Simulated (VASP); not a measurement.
# MnBr3 (Pm-3m) in VASP: notebook

Runs on MnBr3. Level: PBE+U. Tasks: single point.

Everything below comes from runs of VASP 6.6.1. Logs are shortened: lines on timing, memory, paths and dates and some standing lists are left out, and cuts for length are marked.

### Step 1. The cell of the first run

It takes space group Pm-3m (No. 221, cubic). The conventional cell has a = 5.269 Å, b = 5.269 Å, c = 5.269 Å, α = 90.00°, β = 90.00°, γ = 90.00°. Mn (site symmetry m-3m) has 6 Br at 2.63 Å within 3.5 Å. Br (site symmetry 4/mmm) has 2 Mn at 2.63 Å within 3.5 Å.

### Step 2. Single point, PBE+U, collinear spin, ferromagnetic start

INCAR

```
PREC = Accurate ; ENCUT = 520
EDIFF = 1E-7 ; ISMEAR = 0
SIGMA = 0.05 ; LREAL = F
LASPH = T ; NELM = 150
ALGO = Normal ; ISIF = 2
LWAVE = F ; LCHARG = T
ISPIN = 2 ; MAGMOM = 4.86 0 0 0
LORBIT = 11 ; LMAXMIX = 4
LDAU = T ; LDAUTYPE = 2
LDAUL = 2 -1 ; LDAUU = 3.9 0
LDAUJ = 0 0 ; LDAUPRINT = 1
GGA = PE ; LELF = T
LVHAR = T ; NBANDS = 29
```

KPOINTS

```
Automatic mesh
0
Gamma
  6 6 6
```

POSCAR

```
MnBr3
1.0
    5.2686438178      0.0000000000      0.0000000000
    0.0000000000      5.2686438178      0.0000000000
    0.0000000000      0.0000000000      5.2686438178
Mn Br
1 3
Direct
    0.0000000000      0.0000000000      0.0000000000
    0.5000000000      0.0000000000      0.0000000000
    0.0000000000      0.0000000000      0.5000000000
    0.0000000000      0.5000000000      0.0000000000
```

Potentials or basis: VASP PAW PBE potentials, release 64 (Mn_pv, Br).

The run is started by

```bash
cat potpaw_PBE.64/Mn_pv/POTCAR potpaw_PBE.64/Br/POTCAR > POTCAR
mpirun -np 1 vasp_std > vasp.out
```

OUTCAR:

```text
PREC = Accurate
   ENCUT = 520
   EDIFF = 1E-7
   ISMEAR = 0
   LREAL = F
   LASPH = T
   NELM = 150
   ISIF = 2
   ISPIN = 2
   LORBIT = 11
   GGA = PE

 ion  position               nearest neighbor table
   1  0.000  0.000  0.000-   2 2.63   3 2.63   4 2.63   3 2.63   4 2.63   2 2.63
   2  0.500  0.000  0.000-   1 2.63   1 2.63
   3  0.000  0.000  0.500-   1 2.63   1 2.63
   4  0.000  0.500  0.000-   1 2.63   1 2.63

  LATTYP: Found a simple cubic cell.
 ALAT       =     5.2686438178

  Lattice vectors:

 A1 = (   5.2686438178,   0.0000000000,   0.0000000000)
 A2 = (   0.0000000000,   5.2686438178,   0.0000000000)
 A3 = (   0.0000000000,   0.0000000000,   5.2686438178)

Analysis of symmetry for initial positions (statically):
=====================================================================
 Subroutine PRICEL returns:
 Original cell was already a primitive cell.

 Routine SETGRP: Setting up the symmetry group for a
 simple cubic supercell.

 Subroutine GETGRP returns: Found 48 space group operations
 (whereof 48 operations were pure point group operations)
 out of a pool of 48 trial point group operations.

The static configuration has the point symmetry O_h .

Analysis of symmetry for dynamics (positions and initial velocities):
=====================================================================
 Subroutine PRICEL returns:
 Original cell was already a primitive cell.

 Routine SETGRP: Setting up the symmetry group for a
 simple cubic supercell.

 Subroutine GETGRP returns: Found 48 space group operations
 (whereof 48 operations were pure point group operations)
 out of a pool of 48 trial point group operations.

The dynamic configuration has the point symmetry O_h .

Analysis of structural, dynamic, and magnetic symmetry:
=====================================================================
 Subroutine PRICEL returns:
 Original cell was already a primitive cell.

 Routine SETGRP: Setting up the symmetry group for a
 simple cubic supercell.

 Subroutine GETGRP returns: Found 48 space group operations
 (whereof 48 operations were pure point group operations)
 out of a pool of 48 trial point group operations.

The overall configuration has the point symmetry O_h .

 Subroutine INISYM returns: Found 48 space group operations
 (whereof 48 operations are pure point group operations),
 and found     1 'primitive' translations

----------------------------------------------------------------------------------------

                                     Primitive cell

  volume of cell :     146.2502

  direct lattice vectors                    reciprocal lattice vectors
     5.268643818  0.000000000  0.000000000     0.189802164  0.000000000  0.000000000
     0.000000000  5.268643818  0.000000000     0.000000000  0.189802164  0.000000000
     0.000000000  0.000000000  5.268643818     0.000000000  0.000000000  0.189802164

  length of vectors
     5.268643818  5.268643818  5.268643818     0.189802164  0.189802164  0.189802164

  position of ions in fractional coordinates (direct lattice)
     0.000000000  0.000000000  0.000000000
     0.500000000  0.000000000  0.000000000
     0.000000000  0.000000000  0.500000000
     0.000000000  0.500000000  0.000000000

  ion indices of the primitive-cell ions
   primitive index   ion index
                 1           1
[... 79 lines left out ...]
   TEBEG  =    0.0;   TEEND  =   0.0 temperature during run
   PSTRESS=    0.0 pullay stress
   NELECT =      34.0000    total number of electrons
   NUPDOWN=      -1.0000    fix difference up-down
   EMIN   =  10.00;   EMAX   =-10.00  energy-range for DOS
   EFERMI =   0.00;   METHOD = LEGACY
   ISMEAR =     0;   SIGMA  =   0.05  broadening in eV -4-tet -1-fermi 0-gaus
   EFERMI_NEDOS =   21; number of points for ismear=-14 and -15
   IALGO  =     38    algorithm
   IMIX   =      4    mixing-type and parameters
     AMIX     =   0.40;   BMIX     =  1.00
     AMIX_MAG =   1.60;   BMIX_MAG =  1.00
  volume/ion in A,a.u.               =      36.56       246.74
  Fermi-wavevector in a.u.,A,eV,Ry     =   1.006628  1.902251 13.786780  1.013300
  Thomas-Fermi vector in A             =   2.139382
   LORBIT       =     11    0 simple, 1 ext, 2 COOP (PROOUT), +10 PAW based schemes
 LDA+U is selected, type is set to LDAUTYPE =  2
   angular momentum for each species LDAUL =     2   -1
   U (eV)           for each species LDAUU =   3.9  0.0
   J (eV)           for each species LDAUJ =   0.0  0.0
   GGA     = PE    functional components
   LHFCALC =     F    Hartree Fock is set to
   AEXX    =    0.0000 exact exchange contribution
   IVDW    =     0    specifies the selected vdW correction
   LEPSILON=     F    determine dielectric tensor
   LRPA    =     F    only Hartree local field effects (RPA)
 spin polarized calculation
 Gauss-broadening in eV      SIGMA  =   0.05
  energy-cutoff  :      520.00
  volume of cell :      146.25
 maximum number of plane-waves:      3966
 NGX is ok and might be reduce to    40
   NGX = 19   NGY = 19   NGZ = 19

atom =   1  type =  1  l = 2

 onsite density matrix

spin component  1

  0.9427  0.0000 -0.0000 -0.0000 -0.0000
  0.0000  0.9427  0.0000 -0.0000  0.0000
 -0.0000  0.0000  0.8965  0.0000 -0.0000
 -0.0000 -0.0000  0.0000  0.9427 -0.0000
 -0.0000  0.0000 -0.0000 -0.0000  0.8965

spin component  2

  0.0244 -0.0000 -0.0000  0.0000  0.0000
 -0.0000  0.0244 -0.0000  0.0000 -0.0000
 -0.0000 -0.0000  0.0799 -0.0000  0.0000
  0.0000  0.0000 -0.0000  0.0244  0.0000
  0.0000 -0.0000  0.0000  0.0000  0.0799

 occupancies and eigenvectors

  o =  0.0244  v =  0.0000  0.0000  0.0000  0.0000  0.0000  1.0000  0.0000  0.0000  0.0000  0.0000      0.0000  0.0000  0.0000  0.0000  0.0000  0.0000  0.0000  0.0000  0.0000  0.0000
  o =  0.0244  v =  0.0000  0.0000  0.0000  0.0000  0.0000  0.0000  0.0009  0.0000  1.0000 -0.0000      0.0000  0.0000  0.0000  0.0000  0.0000  0.0000  0.0000  0.0000  0.0000  0.0000
  o =  0.0244  v =  0.0000  0.0000  0.0000  0.0000  0.0000  0.0000  1.0000  0.0000 -0.0009  0.0000      0.0000  0.0000  0.0000  0.0000  0.0000  0.0000  0.0000  0.0000  0.0000  0.0000
  o =  0.0799  v =  0.0000  0.0000  0.0000  0.0000  0.0000  0.0000  0.0000 -0.9763  0.0000  0.2164      0.0000  0.0000  0.0000  0.0000  0.0000  0.0000  0.0000  0.0000  0.0000  0.0000
  o =  0.0799  v =  0.0000  0.0000  0.0000  0.0000  0.0000  0.0000  0.0000 -0.2164  0.0000 -0.9763      0.0000  0.0000  0.0000  0.0000  0.0000  0.0000  0.0000  0.0000  0.0000  0.0000
  o =  0.8965  v =  0.0000  0.0000  0.1160  0.0000  0.9933  0.0000  0.0000  0.0000  0.0000  0.0000      0.0000  0.0000  0.0000  0.0000  0.0000  0.0000  0.0000  0.0000  0.0000  0.0000
  o =  0.8965  v =  0.0000 -0.0000 -0.9933  0.0000  0.1160  0.0000  0.0000  0.0000  0.0000  0.0000      0.0000  0.0000  0.0000  0.0000  0.0000  0.0000  0.0000  0.0000  0.0000  0.0000
  o =  0.9427  v =  0.0000 -0.4885  0.0000  0.8726 -0.0000  0.0000  0.0000  0.0000  0.0000  0.0000      0.0000  0.0000  0.0000  0.0000  0.0000  0.0000  0.0000  0.0000  0.0000  0.0000
  o =  0.9427  v =  0.0000  0.8726  0.0000  0.4885 -0.0000  0.0000  0.0000  0.0000  0.0000  0.0000      0.0000  0.0000  0.0000  0.0000  0.0000  0.0000  0.0000  0.0000  0.0000  0.0000
  o =  0.9427  v =  1.0000  0.0000  0.0000  0.0000  0.0000  0.0000  0.0000  0.0000  0.0000  0.0000      0.0000  0.0000  0.0000  0.0000  0.0000  0.0000  0.0000  0.0000  0.0000  0.0000

 number of electron      33.9999993 magnetization       4.1643530

 Free energy of the ion-electron system (eV)
  ---------------------------------------------------
  ext. energy  EPLUGINS =         0.00000000
  ---------------------------------------------------
  free energy    TOTEN  =       -14.39904938 eV

  energy without entropy =      -14.39472212  energy(sigma->0) =      -14.39688575

 E-fermi :  -1.1879     XC(G=0):  -7.2432

 val. band max:       -1.2191672434   @ k =   0.3333   0.3333   0.3333
 cond. band min:      -1.1825166136   @ k =   0.5000   0.5000   0.3333
 fundamental gap:      0.0366506298
 Fermi energy:        -1.1878976179

 spin component 1

 k-point     1 :       0.0000    0.0000    0.0000
  band No.  band energies     occupation
      1     -51.4637      1.00000
      2     -51.4637      1.00000
      3     -51.4637      1.00000
      4     -15.0998      1.00000
      5     -14.3947      1.00000
      6     -14.3947      1.00000
[... 629 lines left out ...]
     28       9.9804      0.00000
     29      10.0636      0.00000
 Fermi energy:        -1.1878976179

 spin component 2

 k-point     1 :       0.0000    0.0000    0.0000
  band No.  band energies     occupation
      1     -46.6844      1.00000
      2     -46.6844      1.00000
      3     -46.6844      1.00000
      4     -15.2053      1.00000
      5     -14.4874      1.00000
      6     -14.4874      1.00000
[... 629 lines left out ...]
     28      10.0029      0.00000
     29      10.1733      0.00000

------------------------ aborting loop because EDIFF is reached ----------------------------------------

  FORCE on cell =-STRESS in cart. coord.  units (eV):
  Direction    XX          YY          ZZ          XY          YZ          ZX
  --------------------------------------------------------------------------------------
  -------------------------------------------------------------------------------------
  Total       -0.3470309     -0.3470309     -0.3470309      0.0000000      0.0000000      0.0000000
  in kB       -3.8017379     -3.8017379     -3.8017379      0.0000000      0.0000000      0.0000000
  external PRESSURE =      -3.8017379 kB  Pullay stress =       0.0000000 kB

 VOLUME and BASIS-vectors are now :
 -----------------------------------------------------------------------------
  energy-cutoff  :      520.00
  volume of cell :      146.25
      direct lattice vectors                 reciprocal lattice vectors
     5.268643818  0.000000000  0.000000000     0.189802164  0.000000000  0.000000000
     0.000000000  5.268643818  0.000000000     0.000000000  0.189802164  0.000000000
     0.000000000  0.000000000  5.268643818     0.000000000  0.000000000  0.189802164

 POSITION                                       TOTAL-FORCE (eV/Angst)
 -----------------------------------------------------------------------------------
      0.00000      0.00000      0.00000         0.000000      0.000000      0.000000
      2.63432      0.00000      0.00000         0.000000      0.000000      0.000000
      0.00000      0.00000      2.63432         0.000000      0.000000      0.000000
      0.00000      2.63432      0.00000         0.000000      0.000000      0.000000
 -----------------------------------------------------------------------------------
    total drift:                               -0.000000     -0.000000     -0.000000

  FREE ENERGIE OF THE ION-ELECTRON SYSTEM (eV)
  ---------------------------------------------------
  free  energy   TOTEN  =       -14.3990493796 eV

  energy  without entropy=      -14.3947221207  energy(sigma->0) =      -14.39688575

 total charge

# of ion       s       p       d       tot
------------------------------------------
    1        0.216   6.161   4.837  11.214
    2        1.614   3.207   0.010   4.831
    3        1.614   3.207   0.010   4.831
    4        1.614   3.207   0.010   4.831
--------------------------------------------------
tot          5.057  15.782   4.868  25.707

 magnetization (x)

# of ion       s       p       d       tot
------------------------------------------
    1        0.044   0.032   4.379   4.456
    2        0.000  -0.139   0.004  -0.135
    3        0.000  -0.139   0.004  -0.135
    4        0.000  -0.139   0.004  -0.135
--------------------------------------------------
tot          0.045  -0.385   4.392   4.051
```

It took 4.4 min on 1 thread of Intel Xeon 8259CL, shared host; peak memory 0.35 GiB.

What came out:

* Free energy: -14.3990 eV
* Pressure: -0.4 GPa
* Net moment: 4.16 μB per cell
* Site moments: Mn +4.46; Br -0.14 μB
* Valence electrons inside the program's atomic spheres: Mn 11.21; Br 4.83

Eigenvalues of the final occupation matrices:
```tsv
site	spin	trace	eigenvalues
site 1 d	1	4.62	0.90 0.90 0.94 0.94 0.94
site 1 d	2	0.23	0.02 0.02 0.02 0.08 0.08
```

[end of part 1 of 2]
